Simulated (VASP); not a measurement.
A run of VASP 6.6.1 is set up as follows.

The input INCAR:

```
PREC = Accurate
ENCUT = 520
EDIFF = 1E-7
ISMEAR = -1
SIGMA = 0.05
LREAL = F
LASPH = T
NELM = 80
ALGO = Normal
ISIF = 2
LWAVE = F
LCHARG = F
NBANDS = 20
```

KPOINTS

```
Automatic mesh
0
Gamma
  9 9 9
```

File POSCAR:

```
CdF2
1.0
    0.0000000000      2.6940000000      2.6940000000
    2.6940000000      0.0000000000      2.6940000000
    2.6940000000      2.6940000000      0.0000000000
Cd F
1 2
Direct
    0.0000000000      0.0000000000      0.0000000000
    0.7500000000      0.7500000000      0.7500000000
    0.2500000000      0.2500000000      0.2500000000
```

Potentials or basis: VASP PAW LDA potentials, release 64 (Cd, F).

The run is started by

```bash
$ cat potpaw_LDA.64/Cd/POTCAR potpaw_LDA.64/F/POTCAR > POTCAR
$ mpirun -np 1 vasp_std > vasp.out
```

Q: What does it give for the band gap on the k mesh?

A: 2.83 eV, indirect (least direct gap 3.28 eV).

Q: What does it give for the pressure?

A: -4.7 GPa.

A k mesh can miss the band edges. LDA gaps usually lie below the measured ones, often by a third to a half.
